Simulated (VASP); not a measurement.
# MgSe: single point with PBE

MgSe:

```
Mg Se
1.0
     0.00000    2.75420    2.75420
     2.75420    0.00000    2.75420
     2.75420    2.75420    0.00000
Mg Se
1 1
Direct
  0.00000 0.00000 0.00000
  0.50000 0.50000 0.50000
```

- Program: VASP 6.6.1
- Task: single point
- Functional: PBE
- Potentials or basis: VASP PAW PBE potentials, release 64 (Mg, Se)
- Cutoff: 600 eV
- k mesh: 6 × 6 × 6
- Occupations: gaussian, width 0.01 eV
- Spin: no spin polarisation
- Dipole correction: no
- Further INCAR settings: ALGO = Normal; EDIFF = 1e-06; NBANDS = 11

```json
{
  "Pressure": "-0.1 GPa",
  "Band gap on the k mesh": "1.75 eV, indirect (least direct gap 2.39 eV)"
}
```

Levels at points of the mesh, in eV from the valence-band top:
| k point | band 1 | band 2 | band 3 | band 4 | band 5 | band 6 | band 7 | band 8 |
| --- | --- | --- | --- | --- | --- | --- | --- | --- |
| (0.00, 0.00, 0.00) | -12.77 | 0.00 | 0.00 | 0.00 | 2.39 | 7.42 | 7.42 | 7.42 |
| (0.50, 0.00, 0.00) | -11.72 | -4.78 | -0.55 | -0.55 | 3.79 | 6.06 | 6.06 | 8.38 |
| (0.50, 0.50, 0.00) | -11.42 | -4.10 | -1.71 | -1.71 | 1.75 | 4.05 | 11.44 | 11.89 |

Run time: 9.7 s on 1 thread of Intel(R) Xeon(R) Platinum 8259CL CPU @ 2.50GHz (Skylake/Cascade Lake), on a shared host, peak memory 0.17 GiB.

A k mesh can miss the band edges. PBE gaps usually lie below the measured ones, often by a third to a half.
